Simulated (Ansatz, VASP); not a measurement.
**In3GeO2: VASP beside Ansatz**

The input INCAR:

```
SYSTEM = In3GeO2
PREC     = Accurate       ! precision mode
ENCUT    = 520            ! plane-wave cutoff, eV
EDIFF    = 1E-6           ! SCF threshold, eV
ISMEAR   = 0              ! smearing method
SIGMA    = 0.1            ! smearing width, eV
LREAL    = .False.        ! projectors in reciprocal space
LASPH    = .True.         ! aspherical terms in the spheres
NELM     = 100            ! most SCF steps
ALGO     = Normal         ! electronic algorithm
ISIF     = 2              ! what is computed and relaxed
LWAVE    = .False.        ! write WAVECAR
LCHARG   = .True.         ! write CHGCAR
GGA      = PE             ! functional
LELF     = .True.         ! ELF
LVHAR    = .True.       
NBANDS   = 42             ! bands
```

File KPOINTS:

```
regular mesh
0
Gamma
  4 4 4
  0 0 0
```

The input POSCAR:

```
In3GeO2
1.0
    2.7973326700     -4.6978632900      0.0000000000
    2.7973326700      4.6978632900      0.0000000000
    0.0000000000      0.0000000000      4.3405337100
In Ge O
3 1 2
Direct
    0.6610916900      0.3389083100      0.0000000000
    0.3389083100      0.6610916900      0.0000000000
    0.5000000000      0.5000000000      0.5000000000
    0.0000000000      0.0000000000      0.0000000000
    0.5000000000      0.0000000000      0.5000000000
    0.0000000000      0.5000000000      0.5000000000
```

Input for Ansatz:

```yaml
crystal:
  lattice:
    - [2.79733267, -4.69786329, 0.0]
    - [2.79733267, 4.69786329, 0.0]
    - [0.0, 0.0, 4.34053371]
  atoms:
    - { symbol: In, position: [0.66109169, 0.33890831, 0.0] }
    - { symbol: In, position: [0.33890831, 0.66109169, 0.0] }
    - { symbol: In, position: [0.5, 0.5, 0.5] }
    - { symbol: Ge, position: [0.0, 0.0, 0.0] }
    - { symbol: O, position: [0.5, 0.0, 0.5] }
    - { symbol: O, position: [0.0, 0.5, 0.5] }
basis:
  ecutwfc: 420
kpoints:
  mp_grid: { grid: [4, 4, 4] }
hamiltonian:
  xc: pbe
scf:
  occupations: { method: gaussian, width: 0.1 }
  lower_state_search: "off"
output:
  forces: true
  stress: true
  eigenvalues: true
```

Change from the starting cell: species swapped into the LaAl2Cu3 type (Cmmm, No. 65).

Alike in both runs: task single point; functional PBE; k mesh 4 × 4 × 4; occupations gaussian, width 0.1 eV; no spin polarisation.

|  | VASP | Ansatz |
| --- | --- | --- |
| version | VASP 6.6.1 | Ansatz 0.2.0 |
| potentials or method | VASP PAW PBE potentials, release 64 (In_d, Ge_d, O), cutoff 520 eV | scalar-relativistic, plane waves, PAW |
| valence electrons in the cell | 65 | 65 |

```csv
,VASP,Ansatz,Ansatz less VASP
gap on the k mesh at the Fermi level (eV),none,none,-
pressure (GPa),3.3,3.4,+0.03
"traceless stress, the component that is largest in VASP (GPa)",3.44,3.42,-0.026
rms of the force components (eV/Å),1.210,1.211,+0.0011
```

Atom by atom the forces differ by 0.001 eV/Å (rms over components). A gap of «none» marks a metal or a gap that the smearing closes. With one functional, cell and mesh, what is left measures potentials, basis and numerics.

The k mesh is coarse, so the values compare programs but aren't converged.
